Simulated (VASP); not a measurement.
Write the native input for VASP 6.6.1 that does the following.

| Item | Value |
| --- | --- |
| Task | single point |
| Functional | PBEsol |
| Potentials or basis | VASP PAW PBE potentials, release 64 (Cd) |
| Cutoff | 520 eV |
| k mesh | 9 × 9 × 4 |
| Occupations | gaussian, width 0.02 eV |
| Spin | no spin polarisation |
| Dipole correction | no |
| Further INCAR settings | ALGO = Normal; EDIFF = 1e-07; NBANDS = 19 |

The structure of Cd lies in POSCAR:

```
Cd
1.0
    2.9085159395      0.0000000000      0.0000000000
   -1.4542579697      2.5188486909      0.0000000000
    0.0000000000      0.0000000000      5.8758792966
Cd
2
Direct
    0.3333333333      0.6666666667      0.2500000000
    0.6666666667      0.3333333333      0.7500000000
```

One way to write it, as run:

INCAR

```
SYSTEM = Cd
ALGO = Normal
EDIFF = 1E-7
ENCUT = 520
GGA = PS
ISIF = 2
ISMEAR = 0
LASPH = .True.
LCHARG = .False.
LREAL = .False.
LWAVE = .False.
NBANDS = 19
NELM = 80
PREC = Accurate
SIGMA = 0.02
```

KPOINTS

```
k-points
0
Gamma
  9 9 4
  0 0 0
```

Potentials or basis: VASP PAW PBE potentials, release 64 (Cd).

The run is started by

```bash
$ cat potpaw_PBE.64/Cd/POTCAR > POTCAR
$ mpirun -np 1 vasp_std > vasp.out
```

It gave:

```yaml
Pressure: 0.4 GPa
Band_gap_on_the_k_mesh: zero (bands 12 and 13 overlap by 4.64 eV)
```

Caveat: the PAW data sets were made with another functional, which shifts forces and pressure a little.

Run time: 9.3 s on 1 thread of Intel(R) Xeon(R) 6975P-C (Granite Rapids), on a shared host, peak memory 0.17 GiB.
